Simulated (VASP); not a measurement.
# Zr3ZnN3 (Cm) in VASP: further runs

The runs below take Zr3ZnN3 through single point, relaxation of cell and atoms, with PBE.

Program: VASP 6.6.1. These are calculated values, not measurements. Logs are shortened: lines on timing, memory, paths and dates and some standing lists are left out, and cuts for length are marked.

### Step 1. The cell of the first run

Symmetry: Cm, No. 8, monoclinic system. Conventional cell: a = 6.804 Å, b = 7.702 Å, c = 5.495 Å, α = 90.00°, β = 122.03°, γ = 90.00°. Within 2.7 Å of Zr (site symmetry m) lie 3 N at 2.05 to 2.14 Å. Within 2.7 Å of Zr (site symmetry 1) lie 3 N at 2.06 to 2.11 Å. Zn (site symmetry m) has 3 N at 2.13 to 2.66 Å within 2.8 Å. Within 2.7 Å of N (site symmetry 1) lie 3 Zr at 2.05 to 2.06 Å and 1 Zn at 2.66 Å. N (site symmetry m) has 3 Zr at 2.11 to 2.14 Å and 1 Zn at 2.13 Å within 2.8 Å.

The cell was generated, and may not be a known phase.

### Step 2. Single point, PBE

INCAR

```
PREC = Accurate ; ENCUT = 520
EDIFF = 1E-7 ; ISMEAR = 0
SIGMA = 0.2 ; LREAL = F
LASPH = T ; NELM = 80
ALGO = Normal ; ISIF = 2
LWAVE = F ; LCHARG = T
GGA = PE ; LELF = T
LVHAR = T ; NBANDS = 40
```

KPOINTS

```
regular mesh
0
Gamma
  4 4 4
```

POSCAR

```
Zr3ZnN3
1.0
    3.3929686681     -3.8507539189     -0.2447890304
    3.3929686681      3.8507539189     -0.2447890304
   -3.5433410267      0.0000000000      4.9264240294
Zr Zn N
3 1 3
Direct
    0.5489959802      0.5489959802      0.0408216636
    0.7674689041      0.3453584901      0.5380264433
    0.3453584901      0.7674689041      0.5380264433
    0.0972852760      0.0972852760      0.0172766623
    0.4703385591      0.8927619305      0.3067018490
    0.8927619305      0.4703385591      0.3067018490
    0.7036509099      0.7036509099      0.8245531596
```

Potentials or basis: VASP PAW PBE potentials, release 64 (Zr_sv, Zn, N).

Run with:

```
cat potpaw_PBE.64/Zr_sv/POTCAR potpaw_PBE.64/Zn/POTCAR potpaw_PBE.64/N/POTCAR > POTCAR
mpirun -np 1 vasp_std > vasp.out
```

OUTCAR:

```text
PREC = Accurate
   ENCUT = 520
   EDIFF = 1E-7
   ISMEAR = 0
   LREAL = F
   LASPH = T
   NELM = 80
   ISIF = 2
   GGA = PE

 ion  position               nearest neighbor table
   1  0.549  0.549  0.041-   5 2.05   6 2.05   7 2.14   4 2.98   2 3.40   3 3.40   2 3.49   3 3.49
                             3 3.52   2 3.52   3 3.55   2 3.55
   2  0.767  0.345  0.538-   6 2.06   5 2.06   7 2.11   4 3.12   3 3.25   4 3.31   1 3.40   3 3.45
                             3 3.45   1 3.49   1 3.52   1 3.55
   3  0.345  0.767  0.538-   5 2.06   6 2.06   7 2.11   4 3.12   2 3.25   4 3.31   1 3.40   2 3.45
                             2 3.45   1 3.49   1 3.52   1 3.55
   4  0.097  0.097  0.017-   7 2.13   1 2.98   2 3.12   3 3.12   2 3.31   3 3.31
   5  0.470  0.893  0.307-   1 2.05   3 2.06   2 2.06
   6  0.893  0.470  0.307-   1 2.05   2 2.06   3 2.06
   7  0.704  0.704  0.825-   2 2.11   3 2.11   4 2.13   1 2.14

  Warning from LATTYP: Got some problem with cell dimensions!
  Tried to take original basis but could not verify dimensions!
  LATTYP: Found a base centered monoclinic cell.
 ALAT       =     6.8035749580
 B/A-ratio  =     1.1319795674
 C/A-ratio  =     0.8077305975
 COS(beta)  =    -0.5304236116

  Lattice vectors:

 A1 = (  -3.3929686681,   3.8507539189,   0.2447890304)
 A2 = (  -3.3929686681,  -3.8507539189,   0.2447890304)
 A3 = (   3.2425963095,   0.0000000000,   4.4368459686)

Analysis of symmetry for initial positions (statically):
=====================================================================
 Subroutine PRICEL returns:
 Original cell was already a primitive cell.

 Routine SETGRP: Setting up the symmetry group for a
 base centered monoclinic supercell.

 Subroutine GETGRP returns: Found  2 space group operations
 (whereof  2 operations were pure point group operations)
 out of a pool of  4 trial point group operations.

The static configuration has the point symmetry C_1h.

Analysis of symmetry for dynamics (positions and initial velocities):
=====================================================================
 Subroutine PRICEL returns:
 Original cell was already a primitive cell.

 Routine SETGRP: Setting up the symmetry group for a
 base centered monoclinic supercell.

 Subroutine GETGRP returns: Found  2 space group operations
 (whereof  2 operations were pure point group operations)
 out of a pool of  4 trial point group operations.

The dynamic configuration has the point symmetry C_1h.

 Subroutine INISYM returns: Found  2 space group operations
 (whereof  2 operations are pure point group operations),
 and found     1 'primitive' translations

----------------------------------------------------------------------------------------

                                     Primitive cell

  volume of cell :     122.0522

  direct lattice vectors                    reciprocal lattice vectors
     3.392968668 -3.850753919 -0.244789030     0.155428964 -0.129844703  0.111792615
     3.392968668  3.850753919 -0.244789030     0.155428964  0.129844703  0.111792615
    -3.543341027  0.000000000  4.926424029     0.015446216  0.000000000  0.214096717

  length of vectors
     5.138138164  5.138138164  6.068353924     0.231333955  0.231333955  0.214653185

  position of ions in fractional coordinates (direct lattice)
     0.548995980  0.548995980  0.040821664
     0.767468904  0.345358490  0.538026443
     0.345358490  0.767468904  0.538026443
     0.097285276  0.097285276  0.017276662
     0.470338559  0.892761931  0.306701849
     0.892761931  0.470338559  0.306701849
     0.703650910  0.703650910  0.824553160

  ion indices of the primitive-cell ions
   primitive index   ion index
                 1           1
                 2           2
                 3           3
                 4           4
                 5           5
                 6           6
                 7           7

----------------------------------------------------------------------------------------

 KPOINTS: regular mesh

Automatic generation of k-mesh.
 Grid dimensions read from file:
 generate k-points for:    4    4    4

 Generating k-lattice:

  Cartesian coordinates                     Fractional coordinates (reciprocal lattice)
     0.038857241 -0.032461176  0.027948154     0.250000000  0.000000000  0.000000000
     0.038857241  0.032461176  0.027948154     0.000000000  0.250000000  0.000000000
     0.003861554  0.000000000  0.053524179     0.000000000  0.000000000  0.250000000

  Length of vectors
     0.057833489  0.057833489  0.053663296

  Shift w.r.t. Gamma in fractional coordinates (k-lattice)
     0.000000000  0.000000000  0.000000000

 Subroutine IBZKPT returns following result:
 ===========================================

 Found     24 irreducible k-points:

 Following reciprocal coordinates:
            Coordinates               Weight
  0.000000  0.000000  0.000000      1.000000
  0.250000 -0.000000 -0.000000      4.000000
  0.500000 -0.000000 -0.000000      2.000000
  0.250000  0.250000 -0.000000      2.000000
  0.500000  0.250000  0.000000      4.000000
 -0.250000  0.250000  0.000000      2.000000
[... 16 lines left out ...]
 -0.250000  0.250000  0.500000      2.000000
  0.500000  0.500000  0.500000      1.000000
   k-points           NKPTS =     24   k-points in BZ     NKDIM =     24   number of bands    NBANDS=     40
   number of dos      NEDOS =    301   number of ions     NIONS =      7
   total plane-waves  NPLWV =  76800
   dimension x,y,z NGX =    40 NGY =   40 NGZ =   48
   dimension x,y,z NGXF=    80 NGYF=   80 NGZF=   96
   ions per type =               3   1   3
   NGX,Y,Z   is equivalent  to a cutoff of  12.94, 12.94, 13.15 a.u.
   NGXF,Y,Z  is equivalent  to a cutoff of  25.88, 25.88, 26.30 a.u.
 SYSTEM =  unknown system
   PREC   = accura    normal or accurate (medium, high low for compatibility)
   ISTART =      0    job   : 0-new  1-cont  2-samecut
   ICHARG =      2    charge: 1-file 2-atom 10-const
   ISPIN  =      1    spin polarized calculation?
   LNONCOLLINEAR =      F non collinear calculations
   LSORBIT =      F    spin-orbit coupling
   LASPH  =      T    aspherical Exc in radial PAW
   ENCUT  =  520.0 eV  38.22 Ry    6.18 a.u.   9.55  9.55 11.28*2*pi/ulx,y,z
   NELM   =     80;   NELMIN=  2; NELMDL= -5     # of ELM steps
   EDIFF  = 0.1E-06   stopping-criterion for ELM
   LREAL  =      F    real-space projection
   EDIFFG = 0.1E-05   stopping-criterion for IOM
   NSW    =      0    number of steps for IOM
   IBRION =     -1    ionic relax: 0-MD 1-quasi-New 2-CG
   NFREE  =      0    steps in history (QN), initial steepest desc. (CG)
   ISIF   =      2    stress and relaxation
   ISYM   =      2    0-nonsym 1-usesym 2-fastsym
   POTIM  = 0.5000    time-step for ionic-motion
   TEBEG  =    0.0;   TEEND  =   0.0 temperature during run
   PSTRESS=    0.0 pullay stress
   NELECT =      63.0000    total number of electrons
   NUPDOWN=      -1.0000    fix difference up-down
   EMIN   =  10.00;   EMAX   =-10.00  energy-range for DOS
   EFERMI =   0.00;   METHOD = LEGACY
   ISMEAR =     0;   SIGMA  =   0.20  broadening in eV -4-tet -1-fermi 0-gaus
   EFERMI_NEDOS =   21; number of points for ismear=-14 and -15
   IALGO  =     38    algorithm
   IMIX   =      4    mixing-type and parameters
     AMIX     =   0.40;   BMIX     =  1.00
     AMIX_MAG =   1.60;   BMIX_MAG =  1.00
  volume/ion in A,a.u.               =      17.44       117.66
  Fermi-wavevector in a.u.,A,eV,Ry     =   1.313227  2.481639 23.464134  1.724565
  Thomas-Fermi vector in A             =   2.443564
   LORBIT       =      0    0 simple, 1 ext, 2 COOP (PROOUT), +10 PAW based schemes
   GGA     = PE    functional components
   LHFCALC =     F    Hartree Fock is set to
   AEXX    =    0.0000 exact exchange contribution
   IVDW    =     0    specifies the selected vdW correction
   LEPSILON=     F    determine dielectric tensor
   LRPA    =     F    only Hartree local field effects (RPA)
 non-spin polarized calculation
 Gauss-broadening in eV      SIGMA  =   0.20
  energy-cutoff  :      520.00
  volume of cell :      122.05
 maximum number of plane-waves:      3316
 NGX is ok and might be reduce to    40
   NGX = 19   NGY = 19   NGZ = 23

 number of electron      63.0000001 magnetization

 Free energy of the ion-electron system (eV)
  ---------------------------------------------------
  ext. energy  EPLUGINS =         0.00000000
  ---------------------------------------------------
  free energy    TOTEN  =       -57.56409767 eV

  energy without entropy =      -57.48501076  energy(sigma->0) =      -57.52455422

 E-fermi :   6.2818     XC(G=0): -10.3964

 val. band max:        6.2449299190   @ k =   0.5000   0.5000   0.5000
 cond. band min:       6.2878072763   @ k =   0.2500   0.2500  -0.0000
 fundamental gap:      0.0428773573
 Fermi energy:         6.2818153309

 k-point     1 :       0.0000    0.0000    0.0000
  band No.  band energies     occupation
      1     -42.9225      2.00000
      2     -42.8650      2.00000
      3     -42.8255      2.00000
      4     -21.3800      2.00000
      5     -21.3477      2.00000
      6     -21.1157      2.00000
[... 32 lines left out ...]
     39       9.1804      0.00000
     40       9.9153      0.00000

 k-point     2 :       0.2500   -0.0000   -0.0000
  band No.  band energies     occupation
      1     -42.9148      2.00000
      2     -42.8703      2.00000
      3     -42.8279      2.00000
      4     -21.3623      2.00000
      5     -21.3375      2.00000
      6     -21.1210      2.00000
[... 32 lines left out ...]
     39       9.2699      0.00000
     40       9.6311      0.00000

 k-point     3 :       0.5000   -0.0000   -0.0000
  band No.  band energies     occupation
      1     -42.9046      2.00000
      2     -42.8777      2.00000
      3     -42.8307      2.00000
      4     -21.3552      2.00000
      5     -21.2976      2.00000
      6     -21.1369      2.00000
[... 32 lines left out ...]
     39       9.0427      0.00000
     40       9.5832      0.00000

 k-point     4 :       0.2500    0.2500   -0.0000
  band No.  band energies     occupation
      1     -42.9048      2.00000
      2     -42.8774      2.00000
      3     -42.8307      2.00000
      4     -21.3654      2.00000
      5     -21.2741      2.00000
      6     -21.1988      2.00000
[... 32 lines left out ...]
     39       9.1979      0.00000
     40       9.3850      0.00000
[... 772 lines left out ...]
     39       9.4397      0.00000
     40       9.7926      0.00000

 k-point    23 :      -0.2500    0.2500    0.5000
  band No.  band energies     occupation
      1     -42.9056      2.00000
      2     -42.8722      2.00000
      3     -42.8351      2.00000
      4     -21.4375      2.00000
      5     -21.2596      2.00000
      6     -21.2064      2.00000
[... 32 lines left out ...]
     39       9.3345      0.00000
     40       9.6570      0.00000

 k-point    24 :       0.5000    0.5000    0.5000
  band No.  band energies     occupation
      1     -42.8897      2.00000
      2     -42.8880      2.00000
      3     -42.8352      2.00000
      4     -21.4226      2.00000
      5     -21.2999      2.00000
      6     -21.2590      2.00000
[... 32 lines left out ...]
     39       9.7330      0.00000
     40       9.8020      0.00000

------------------------ aborting loop because EDIFF is reached ----------------------------------------

  FORCE on cell =-STRESS in cart. coord.  units (eV):
  Direction    XX          YY          ZZ          XY          YZ          ZX
  --------------------------------------------------------------------------------------
  -------------------------------------------------------------------------------------
  Total        0.1217609      0.4116447      0.0374863      0.0000000      0.0000000     -0.0865695
  in kB        1.5983535      5.4036532      0.4920818      0.0000000      0.0000000     -1.1363964
  external PRESSURE =       2.4980295 kB  Pullay stress =       0.0000000 kB

 VOLUME and BASIS-vectors are now :
 -----------------------------------------------------------------------------
  energy-cutoff  :      520.00
  volume of cell :      122.05
      direct lattice vectors                 reciprocal lattice vectors
     3.392968668 -3.850753919 -0.244789030     0.155428964 -0.129844703  0.111792615
     3.392968668  3.850753919 -0.244789030     0.155428964  0.129844703  0.111792615
    -3.543341027  0.000000000  4.926424029     0.015446216  0.000000000  0.214096717

 POSITION                                       TOTAL-FORCE (eV/Angst)
 -----------------------------------------------------------------------------------
      3.58081      0.00000     -0.06767        -0.013414      0.000000     -0.015583
      1.86938     -1.62544      2.37814         0.000436     -0.025757      0.000909
      1.86938      1.62544      2.37814         0.000436      0.025757      0.000909
      0.59895      0.00000      0.03748         0.016072      0.000000     -0.007683
      3.53821      1.62665      1.17727         0.009340     -0.015453      0.000800
      3.53821     -1.62665      1.17727         0.009340      0.015453      0.000800
      1.85326      0.00000      3.71761        -0.022210      0.000000      0.019849
 -----------------------------------------------------------------------------------
    total drift:                               -0.000922     -0.000000     -0.000041

  FREE ENERGIE OF THE ION-ELECTRON SYSTEM (eV)
  ---------------------------------------------------
  free  energy   TOTEN  =       -57.5640976677 eV

  energy  without entropy=      -57.4850107647  energy(sigma->0) =      -57.52455422
```

Wall time 1.7 min (1 thread of AMD EPYC 9R45 (Zen 5), shared host); peak memory 0.29 GiB.

What came out:

| Property | Result |
| --- | --- |
| Free energy | -57.5641 eV |
| Pressure | 0.2 GPa |
| Largest force | 0.030 eV/Å |
| Band gap on the k mesh | zero (an odd number of electrons rules out a gap without spin polarisation) |

Forces in eV/Å, atoms in the order of the input:
```
Zr  -0.013  0.000 -0.016
Zr   0.000 -0.026  0.001
Zr   0.000  0.026  0.001
Zn   0.016  0.000 -0.008
N    0.009 -0.015  0.001
N    0.009  0.015  0.001
N   -0.022  0.000  0.020
```

Stress tensor (GPa, compression positive):
```
 0.16  0.00 -0.11
 0.00  0.54  0.00
-0.11  0.00  0.05
```

Caveat: an odd number of electrons without spin polarisation forces a metal; a magnetic or distorted state may lie lower.

(Part 1 of 2 ends here.)

The gap in the log of VASP goes by the Fermi energy; the results here count the filled bands.